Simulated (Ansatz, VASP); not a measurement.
## One calculation of HF, two programs

```xyz
2
Lattice="5.5002 0.0000 0.0000 -2.7501 4.7633 0.0000 0.0000 0.0000 22.7179" Properties=species:S:1:pos:R:3 pbc="T T T"
F     0.1626    4.0399   15.2453
H     0.4752    3.3069   14.7300
```

Alike in both runs: task single point; functional PBE; dispersion D3(BJ); k mesh 4 × 4 × 1; occupations gaussian, width 0.1 eV; no spin polarisation.

|  | VASP | Ansatz |
| --- | --- | --- |
| version | VASP 6.6.1 | Ansatz 0.2.0 |
| potentials or method | VASP PAW PBE potentials, release 64 (F, H), cutoff 520 eV | scalar-relativistic, plane waves, PAW |
| valence electrons in the cell | 8 | 8 |

VASP gave:

| Quantity | Value |
| --- | --- |
| gap on the k mesh at the Fermi level (eV) | 7.71 |
| rms of the force components (eV/Å) | 0.351 |

Question: What did Ansatz give for the same quantities?

Answer: gap on the k mesh at the Fermi level (eV): 7.74; rms of the force components (eV/Å): 0.505.

Atom by atom the forces differ by 0.155 eV/Å (rms over components).
